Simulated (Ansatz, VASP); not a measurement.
Lu3AlAs4 in VASP and in Ansatz

```
CELL_PARAMETERS angstrom
3.97641 0.00000 0.00000
0.00000 3.97641 0.00000
0.00000 0.00000 11.29728
ATOMIC_POSITIONS crystal
Lu 0.50000 0.50000 0.75151
Lu 0.00000 0.00000 0.50000
Lu 0.50000 0.50000 0.24849
Al 0.00000 0.00000 0.00000
As 0.00000 0.00000 0.24233
As 0.50000 0.50000 0.00000
As 0.00000 0.00000 0.75767
As 0.50000 0.50000 0.50000
```

Alike in both runs: functional PBE; k mesh 8 × 8 × 4; occupations gaussian, width 0.1 eV; no spin polarisation.

Ansatz relaxed the structure, and its values are those at the end. VASP's run is a single point on that final structure, the one shown.

```csv
,VASP,Ansatz
version,VASP 6.6.1,Ansatz 0.2.0
potentials or method,"VASP PAW PBE potentials, release 64 (Lu, Al, As), cutoff 520 eV","scalar-relativistic, plane waves, PAW"
valence electrons in the cell,98,138
```

Ansatz gave:

```
gap on the k mesh at the Fermi level (eV) : none
pressure (GPa)                            : 0.0
```

Estimate VASP's values.

gap on the k mesh at the Fermi level (eV): none; pressure (GPa): 0.3.

A gap of «none» marks a metal or a gap that the smearing closes. With one functional, cell and mesh, what is left measures potentials, basis and numerics. VASP's potentials hold 98 valence electrons a cell and Ansatz's 138, so a difference there can come from the potentials and not from the codes.

Spin-orbit coupling is off throughout.
